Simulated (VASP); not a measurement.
# Na (R-3m) in VASP: further runs

Runs on Na. Level: PBEsol. Tasks: electric field gradients.

Everything below comes from runs of VASP 6.6.1. Logs are shortened: lines on timing, memory, paths and dates and some standing lists are left out, and cuts for length are marked.

## 1. The cell of the first run

The structure is trigonal, space group R-3m (No. 166). The conventional cell has a = 5.959 Å, b = 5.959 Å, c = 3.704 Å, α = 90.00°, β = 90.00°, γ = 120.00°. Within 4.8 Å of Na (site symmetry -3m) lie 14 Na at 3.66 to 4.24 Å.

## 2. Electric field gradients, PBEsol (equal xy, yz and zx shear strains of +1 %)

INCAR

```
SYSTEM = Na
  PREC = Accurate
  ENCUT = 520
  EDIFF = 1E-8
  ISMEAR = -1
  SIGMA = 0.05
  LREAL = .False.
  LASPH = .True.
  NELM = 100
  ALGO = Normal
  ISIF = 2
  LWAVE = .False.
  LCHARG = .False.
  GGA = PS
  LEFG = .True.
  NBANDS = 10
```

KPOINTS

```
regular mesh
0
Gamma
  12 12 12
  0 0 0
```

POSCAR

```
Na
1.0
   -2.0963250000      2.1175000000      2.1175000000
    2.1175000000     -2.0963250000      2.1175000000
    2.1175000000      2.1175000000     -2.0963250000
Na
1
Direct
    0.0000000000      0.0000000000      0.0000000000
```

Potentials or basis: VASP PAW PBE potentials, release 64 (Na_pv).

Started as:

```sh
$ cat potpaw_PBE.64/Na_pv/POTCAR > POTCAR
$ mpirun -np 1 vasp_std > vasp.out
```

OUTCAR:

```text
SYSTEM = Na
   PREC = Accurate
   ENCUT = 520
   EDIFF = 1E-8
   ISMEAR = -1
   LREAL = .False.
   LASPH = .True.
   NELM = 100
   ISIF = 2
   GGA = PS

 ion  position               nearest neighbor table
   1  0.000  0.000  0.000-

  LATTYP: Found a trigonal (rhomboedric) cell.
 ALAT       =     3.6554330804
 COS(alpha) =    -0.3288480252

  Lattice vectors:

 A1 = (  -2.0963250000,   2.1175000000,   2.1175000000)
 A2 = (   2.1175000000,  -2.0963250000,   2.1175000000)
 A3 = (   2.1175000000,   2.1175000000,  -2.0963250000)

Analysis of symmetry for initial positions (statically):
=====================================================================
 Subroutine PRICEL returns:
 Original cell was already a primitive cell.

 Routine SETGRP: Setting up the symmetry group for a
 trigonal (rhombohedral) supercell.

 Subroutine GETGRP returns: Found 12 space group operations
 (whereof 12 operations were pure point group operations)
 out of a pool of 12 trial point group operations.

The static configuration has the point symmetry D_3d.

Analysis of symmetry for dynamics (positions and initial velocities):
=====================================================================
 Subroutine PRICEL returns:
 Original cell was already a primitive cell.

 Routine SETGRP: Setting up the symmetry group for a
 trigonal (rhombohedral) supercell.

 Subroutine GETGRP returns: Found 12 space group operations
 (whereof 12 operations were pure point group operations)
 out of a pool of 12 trial point group operations.

The dynamic configuration has the point symmetry D_3d.

 Subroutine INISYM returns: Found 12 space group operations
 (whereof 12 operations are pure point group operations),
 and found     1 'primitive' translations

----------------------------------------------------------------------------------------

                                     Primitive cell

  volume of cell :      37.9750

  direct lattice vectors                    reciprocal lattice vectors
[... 120 lines left out ...]
   NGX = 13   NGY = 13   NGZ = 13

 number of electron       7.0000011 magnetization

 Free energy of the ion-electron system (eV)
  ---------------------------------------------------
  ext. energy  EPLUGINS =         0.00000000
  ---------------------------------------------------
  free energy    TOTEN  =        -1.39769039 eV

  energy without entropy =       -1.39236019  energy(sigma->0) =       -1.39502529

 E-fermi :   0.2028     XC(G=0):  -6.4379

 val. band max:        0.1948724239   @ k =   0.5000   0.2500   0.2500
 cond. band min:       0.2275359277   @ k =   0.3333   0.1667   0.0000
 fundamental gap:      0.0326635039
 Fermi energy:         0.2027527887

 k-point     1 :       0.0000    0.0000    0.0000
  band No.  band energies     occupation
      1     -24.5670      2.00000
      2     -24.5670      2.00000
      3     -24.5666      2.00000
      4      -2.9885      2.00000
      5      11.7680      0.00000
      6      11.7680      0.00000
      7      11.8640      0.00000
      8      12.8307      0.00000
      9      12.8308      0.00000
     10      13.2241      0.00000
[... 287 lines left out ...]
 k-point    24 :      -0.4167    0.1667    0.0000
  band No.  band energies     occupation
      1     -24.5925      2.00000
      2     -24.5759      2.00000
      3     -24.5693      2.00000
      4      -0.7476      2.00000
      5       4.5058      0.00000
      6       6.1334      0.00000
      7       8.9270      0.00000
      8      11.2328      0.00000
      9      12.8409      0.00000
     10      14.1993      0.00000

 [... further k-points ...]

------------------------ aborting loop because EDIFF is reached ----------------------------------------

  FORCE on cell =-STRESS in cart. coord.  units (eV):
  Direction    XX          YY          ZZ          XY          YZ          ZX
  --------------------------------------------------------------------------------------
  -------------------------------------------------------------------------------------
  Total       -0.0763358     -0.0763358     -0.0763358     -0.0094954     -0.0094954     -0.0094954
  in kB       -3.2206299     -3.2206299     -3.2206299     -0.4006154     -0.4006154     -0.4006154
  external PRESSURE =      -3.2206299 kB  Pullay stress =       0.0000000 kB

 VOLUME and BASIS-vectors are now :
 -----------------------------------------------------------------------------
  energy-cutoff  :      520.00
  volume of cell :       37.98
      direct lattice vectors                 reciprocal lattice vectors
    -2.096325000  2.117500000  2.117500000    -0.002349644  0.234964435  0.234964435
     2.117500000 -2.096325000  2.117500000     0.234964435 -0.002349644  0.234964435
     2.117500000  2.117500000 -2.096325000     0.234964435  0.234964435 -0.002349644

 POSITION                                       TOTAL-FORCE (eV/Angst)
 -----------------------------------------------------------------------------------
      0.00000      0.00000      0.00000         0.000000      0.000000      0.000000
 -----------------------------------------------------------------------------------
    total drift:                               -0.000000     -0.000000     -0.000000

  FREE ENERGIE OF THE ION-ELECTRON SYSTEM (eV)
  ---------------------------------------------------
  free  energy   TOTEN  =        -1.3976903914 eV

  energy  without entropy=       -1.3923601887  energy(sigma->0) =       -1.39502529

 Electric field gradients (V/A^2)
---------------------------------------------------------------------
 ion       V_xx      V_yy      V_zz      V_xy      V_xz      V_yz
---------------------------------------------------------------------
   1      -0.000     0.000    -0.000    -0.117    -0.117    -0.117
---------------------------------------------------------------------

 Electric field gradients after diagonalization (V/A^2)
 (convention: |V_zz| > |V_xx| > |V_yy|)
----------------------------------------------------------------------
 ion       V_xx      V_yy      V_zz     asymmetry (V_yy - V_xx)/ V_zz
----------------------------------------------------------------------
   1       0.117     0.117    -0.233       0.000
----------------------------------------------------------------------

           NMR quadrupolar parameters

 Cq : quadrupolar parameter    Cq=e*Q*V_zz/h
 eta: asymmetry parameters     (V_yy - V_xx)/ V_zz
 Q  : nuclear electric quadrupole moment in mb (millibarn)
----------------------------------------------------------------------
 ion       Cq(MHz)       eta       Q (mb)
----------------------------------------------------------------------
   1      -0.001       0.000       1.000
----------------------------------------------------------------------
```

Wall time 18 s (1 thread of Intel Xeon 6975P-C (Granite Rapids), shared host); peak memory 0.18 GiB.

What came out:

| Item | Value |
| --- | --- |
| Free energy | -1.3977 eV |
| Pressure | -0.3 GPa |
| Band gap on the k mesh | zero (an odd number of electrons rules out a gap without spin polarisation) |
| Largest electric field gradient by atom | Na -0.23 V/Å² |

Caveat: the cell differs from its parent crystal (equal xy, yz and zx shear strains of +1 %); without QUAD_EFG the Cq values of the log hold for a quadrupole moment of 1 mb, not for the nuclei; the PAW data sets were made with another functional, which shifts forces and pressure a little.

## 3. Electric field gradients, PBEsol (equal xy, yz and zx shear strains of +3 %)

INCAR

```
  PREC = Accurate
  ENCUT = 520
  EDIFF = 1E-8
  ISMEAR = -1
  SIGMA = 0.05
  LREAL = F
  LASPH = T
  NELM = 60
  ALGO = Normal
  ISIF = 2
  LWAVE = F
  LCHARG = F
  GGA = PS
  LEFG = T
  NBANDS = 10
```

KPOINTS

```
Automatic mesh
0
Gamma
  12 12 12
```

POSCAR

```
Na
1.0
   -2.0539750000      2.1175000000      2.1175000000
    2.1175000000     -2.0539750000      2.1175000000
    2.1175000000      2.1175000000     -2.0539750000
Na
1
Direct
    0.0000000000      0.0000000000      0.0000000000
```

Potentials or basis: VASP PAW PBE potentials, release 64 (Na_pv).

Started as:

```sh
$ cat potpaw_PBE.64/Na_pv/POTCAR > POTCAR
$ mpirun -np 1 vasp_std > vasp.out
```

OUTCAR:

```text
PREC = Accurate
   ENCUT = 520
   EDIFF = 1E-8
   ISMEAR = -1
   LREAL = F
   LASPH = T
   NELM = 60
   ISIF = 2
   GGA = PS

 ion  position               nearest neighbor table
   1  0.000  0.000  0.000-

  LATTYP: Found a trigonal (rhomboedric) cell.
 ALAT       =     3.6313118567
 COS(alpha) =    -0.3196300452

  Lattice vectors:

 A1 = (  -2.0539750000,   2.1175000000,   2.1175000000)
 A2 = (   2.1175000000,  -2.0539750000,   2.1175000000)
 A3 = (   2.1175000000,   2.1175000000,  -2.0539750000)

Analysis of symmetry for initial positions (statically):
=====================================================================
 Subroutine PRICEL returns:
 Original cell was already a primitive cell.

[... 494 lines left out ...]
  in kB       -3.1509390     -3.1509390     -3.1509390     -1.3860604     -1.3860604     -1.3860604
  external PRESSURE =      -3.1509390 kB  Pullay stress =       0.0000000 kB

 VOLUME and BASIS-vectors are now :
 -----------------------------------------------------------------------------
  energy-cutoff  :      520.00
  volume of cell :       37.95
      direct lattice vectors                 reciprocal lattice vectors
    -2.053975000  2.117500000  2.117500000    -0.006982234  0.232741125  0.232741125
     2.117500000 -2.053975000  2.117500000     0.232741125 -0.006982234  0.232741125
     2.117500000  2.117500000 -2.053975000     0.232741125  0.232741125 -0.006982234

 POSITION                                       TOTAL-FORCE (eV/Angst)
 -----------------------------------------------------------------------------------
      0.00000      0.00000      0.00000        -0.000000      0.000000      0.000000
 -----------------------------------------------------------------------------------
    total drift:                               -0.000000     -0.000000     -0.000000

  FREE ENERGIE OF THE ION-ELECTRON SYSTEM (eV)
  ---------------------------------------------------
  free  energy   TOTEN  =        -1.3965295216 eV

  energy  without entropy=       -1.3917419431  energy(sigma->0) =       -1.39413573

 Electric field gradients (V/A^2)
---------------------------------------------------------------------
 ion       V_xx      V_yy      V_zz      V_xy      V_xz      V_yz
---------------------------------------------------------------------
   1       0.000     0.000    -0.000    -0.263    -0.263    -0.263
---------------------------------------------------------------------

 Electric field gradients after diagonalization (V/A^2)
 (convention: |V_zz| > |V_xx| > |V_yy|)
----------------------------------------------------------------------
 ion       V_xx      V_yy      V_zz     asymmetry (V_yy - V_xx)/ V_zz
----------------------------------------------------------------------
   1       0.263     0.263    -0.526       0.000
----------------------------------------------------------------------

           NMR quadrupolar parameters

 Cq : quadrupolar parameter    Cq=e*Q*V_zz/h
 eta: asymmetry parameters     (V_yy - V_xx)/ V_zz
 Q  : nuclear electric quadrupole moment in mb (millibarn)
----------------------------------------------------------------------
 ion       Cq(MHz)       eta       Q (mb)
----------------------------------------------------------------------
   1      -0.001       0.000       1.000
----------------------------------------------------------------------
```

It took 18 s on 1 thread of Intel Xeon 6975P-C (Granite Rapids), shared host; peak memory 0.19 GiB.

Results:

```yaml
Free_energy: -1.3965 eV
Pressure: -0.3 GPa
Band_gap_on_the_k_mesh: zero (an odd number of electrons rules out a gap without spin polarisation)
Largest_electric_field_gradient_by_atom: Na -0.5 V/Å²
```

Stress tensor (GPa, compression positive):
```
-0.32 -0.14 -0.14
-0.14 -0.32 -0.14
-0.14 -0.14 -0.32
```

Electric field gradients, principal values (V/Å²):
```csv
atom,least,middle,greatest (by size)
1 Na,0.263,0.263,-0.526
```

Caveat: the cell differs from its parent crystal (equal xy, yz and zx shear strains of +3 %); without QUAD_EFG the Cq values of the log hold for a quadrupole moment of 1 mb, not for the nuclei; the PAW data sets were made with another functional, which shifts forces and pressure a little.

## 4. Electric field gradients, PBEsol (equal xy, yz and zx shear strains of +3 %)

INCAR

```
SYSTEM = Na
PREC = Accurate
ENCUT = 520
EDIFF = 1E-8
ISMEAR = -1
SIGMA = 0.05
LREAL = .FALSE.
LASPH = .TRUE.
NELM = 80
ALGO = Normal
ISIF = 2
LWAVE = .FALSE.
LCHARG = .FALSE.
GGA = PS
LEFG = .TRUE.
NBANDS = 10
```

KPOINTS

```
Automatic mesh
0
G
  12 12 12
  0 0 0
```

POSCAR is that of step 3.

Potentials or basis: VASP PAW PBE potentials, release 64 (Na_pv).

Started as:

```sh
$ cat potpaw_PBE.64/Na_pv/POTCAR > POTCAR
$ mpirun -np 1 vasp_std > vasp.out
```

OUTCAR:

```text
SYSTEM = Na
   PREC = Accurate
   ENCUT = 520
   EDIFF = 1E-8
   ISMEAR = -1
   LREAL = .FALSE.
   LASPH = .TRUE.
   NELM = 80
   ISIF = 2
   GGA = PS

 ion  position               nearest neighbor table
   1  0.000  0.000  0.000-

  LATTYP: Found a trigonal (rhomboedric) cell.
 ALAT       =     3.6313118567
 COS(alpha) =    -0.3196300452

  Lattice vectors:

 A1 = (  -2.0539750000,   2.1175000000,   2.1175000000)
[... 518 lines left out ...]
    total drift:                               -0.000000     -0.000000     -0.000000

  FREE ENERGIE OF THE ION-ELECTRON SYSTEM (eV)
  ---------------------------------------------------
  free  energy   TOTEN  =        -1.3965295216 eV

  energy  without entropy=       -1.3917419431  energy(sigma->0) =       -1.39413573

 Electric field gradients (V/A^2)
---------------------------------------------------------------------
 ion       V_xx      V_yy      V_zz      V_xy      V_xz      V_yz
---------------------------------------------------------------------
   1       0.000     0.000    -0.000    -0.263    -0.263    -0.263
---------------------------------------------------------------------

 Electric field gradients after diagonalization (V/A^2)
 (convention: |V_zz| > |V_xx| > |V_yy|)
----------------------------------------------------------------------
 ion       V_xx      V_yy      V_zz     asymmetry (V_yy - V_xx)/ V_zz
----------------------------------------------------------------------
   1       0.263     0.263    -0.526       0.000
----------------------------------------------------------------------

           NMR quadrupolar parameters

 Cq : quadrupolar parameter    Cq=e*Q*V_zz/h
 eta: asymmetry parameters     (V_yy - V_xx)/ V_zz
 Q  : nuclear electric quadrupole moment in mb (millibarn)
----------------------------------------------------------------------
 ion       Cq(MHz)       eta       Q (mb)
----------------------------------------------------------------------
   1      -0.001       0.000       1.000
----------------------------------------------------------------------
```

OSZICAR:

```text
N       E                     dE             d eps       ncg     rms          rms(c)
DAV:   1     0.274714141249E+02    0.27471E+02   -0.37498E+03  3794   0.571E+02
DAV:   2    -0.797815939300E+00   -0.28269E+02   -0.28143E+02  3914   0.146E+02
DAV:   3    -0.139346494765E+01   -0.59565E+00   -0.59521E+00  4590   0.235E+01
DAV:   4    -0.139853952245E+01   -0.50746E-02   -0.50742E-02  4530   0.211E+00
DAV:   5    -0.139860812078E+01   -0.68598E-04   -0.68598E-04  4342   0.239E-01    0.234E-01
DAV:   6    -0.139701225774E+01    0.15959E-02   -0.27733E-03  4472   0.766E-01    0.142E-01
DAV:   7    -0.139658276434E+01    0.42949E-03   -0.24938E-03  4248   0.649E-01    0.457E-02
DAV:   8    -0.139652899667E+01    0.53768E-04   -0.20028E-04  4334   0.245E-01    0.210E-03
DAV:   9    -0.139652932751E+01   -0.33084E-06   -0.80128E-07  4390   0.958E-03    0.115E-03
DAV:  10    -0.139652952892E+01   -0.20141E-06   -0.38288E-08  4294   0.127E-03    0.119E-04
DAV:  11    -0.139652952159E+01    0.73288E-08   -0.89107E-10  2622   0.364E-04
   1 F= -.13965295E+01 E0= -.13941357E+01  d E =-.478758E-02
```

Run time: 18 s. Hardware: 1 thread of Intel Xeon 6975P-C (Granite Rapids), shared host; peak memory 0.18 GiB.

What came out:

```
Free energy                             : -1.3965 eV
Pressure                                : -0.3 GPa
Band gap on the k mesh                  : zero (an odd number of electrons rules out a gap without spin polarisation)
Largest electric field gradient by atom : Na -0.5 V/Å²
```

Levels at points of the mesh, in eV from the Fermi level:
| k point | band 1 | band 2 | band 3 | band 4 | band 5 | band 6 | band 7 | band 8 |
| --- | --- | --- | --- | --- | --- | --- | --- | --- |
| (0.00, 0.00, 0.00) | -24.78 | -24.78 | -24.78 | -3.20 | 11.37 | 11.37 | 11.75 | 12.73 |
| (0.50, 0.00, 0.00) | -24.81 | -24.79 | -24.78 | 0.67 | 1.10 | 8.22 | 9.18 | 9.27 |
| (0.50, 0.50, 0.00) | -24.82 | -24.79 | -24.78 | 0.88 | 1.37 | 7.97 | 8.47 | 9.48 |
| (0.50, 0.50, 0.50) | -24.81 | -24.81 | -24.80 | 4.51 | 4.51 | 4.81 | 4.81 | 4.91 |

Electric field gradients, principal values (V/Å²):
| atom | least | middle | greatest (by size) |
| --- | --- | --- | --- |
| 1 Na | 0.263 | 0.263 | -0.526 |

Caveat: the cell differs from its parent crystal (equal xy, yz and zx shear strains of +3 %); without QUAD_EFG the Cq values of the log hold for a quadrupole moment of 1 mb, not for the nuclei; the PAW data sets were made with another functional, which shifts forces and pressure a little.

(Continued in part 2 of 2.)
